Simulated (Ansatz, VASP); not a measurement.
Two plane-wave programs on CuSn2

File INCAR:

```
SYSTEM = CuSn2
PREC = Accurate ; ENCUT = 520
EDIFF = 1E-7 ; ISMEAR = 0
SIGMA = 0.1 ; LREAL = .False.
LASPH = .True. ; NELM = 60
ALGO = Normal ; ISIF = 2
LWAVE = .False. ; LCHARG = .False.
GGA = PE ; NBANDS = 48
```

Contents of KPOINTS:

```
Automatic mesh
0
Gamma
  6 6 2
  0 0 0
```

POSCAR

```
CuSn2
1.0
    3.5905182900      0.0000000000      0.0000000000
   -1.7952591500      3.1094800500      0.0000000000
    0.0000000000      0.0000000000     12.3459258400
Cu Sn
2 4
Direct
    0.6666666700      0.3333333300      0.8333333300
    0.6666666700      0.3333333300      0.1666666700
    0.3333333300      0.6666666700      0.6666666700
    0.3333333300      0.6666666700      0.0000000000
    0.3333333300      0.6666666700      0.3333333300
    0.6666666700      0.3333333300      0.5000000000
```

Input for Ansatz:

```yaml
crystal:
  lattice:
    - [3.59051829, 0.0, 0.0]
    - [-1.79525915, 3.10948005, 0.0]
    - [0.0, 0.0, 12.34592584]
  atoms:
    - { symbol: Cu, position: [0.66666667, 0.33333333, 0.83333333] }
    - { symbol: Cu, position: [0.66666667, 0.33333333, 0.16666667] }
    - { symbol: Sn, position: [0.33333333, 0.66666667, 0.66666667] }
    - { symbol: Sn, position: [0.33333333, 0.66666667, 0.0] }
    - { symbol: Sn, position: [0.33333333, 0.66666667, 0.33333333] }
    - { symbol: Sn, position: [0.66666667, 0.33333333, 0.5] }
basis:
  ecutwfc: 420
kpoints:
  mp_grid: { grid: [6, 6, 2] }
hamiltonian:
  xc: pbe
scf:
  occupations: { method: gaussian, width: 0.1 }
  lower_state_search: "off"
output:
  forces: true
  stress: true
  eigenvalues: true
```

Alike in both runs: task single point; functional PBE; k mesh 6 × 6 × 2; occupations gaussian, width 0.1 eV; no spin polarisation.

|  | VASP | Ansatz |
| --- | --- | --- |
| version | VASP 6.6.1 | Ansatz 0.2.0 |
| potentials or method | VASP PAW PBE potentials, release 64 (Cu, Sn_d), cutoff 520 eV | scalar-relativistic, plane waves, PAW |
| valence electrons in the cell | 78 | 94 |

|  | VASP | Ansatz | Ansatz less VASP |
| --- | --- | --- | --- |
| gap on the k mesh at the Fermi level (eV) | none | none | - |
| pressure (GPa) | 2.0 | 2.0 | -0.08 |
| traceless stress, the component that is largest in VASP (GPa) | -0.41 | -0.45 | -0.042 |
| rms of the force components (eV/Å) | 0.722 | 0.726 | +0.0039 |

Atom by atom the forces differ by 0.004 eV/Å (rms over components). A gap of «none» marks a metal or a gap that the smearing closes. The functional is the same, so the differences come from potentials, cutoffs and numerics. VASP's potentials hold 78 valence electrons a cell and Ansatz's 94, so a difference there can come from the potentials and not from the codes.
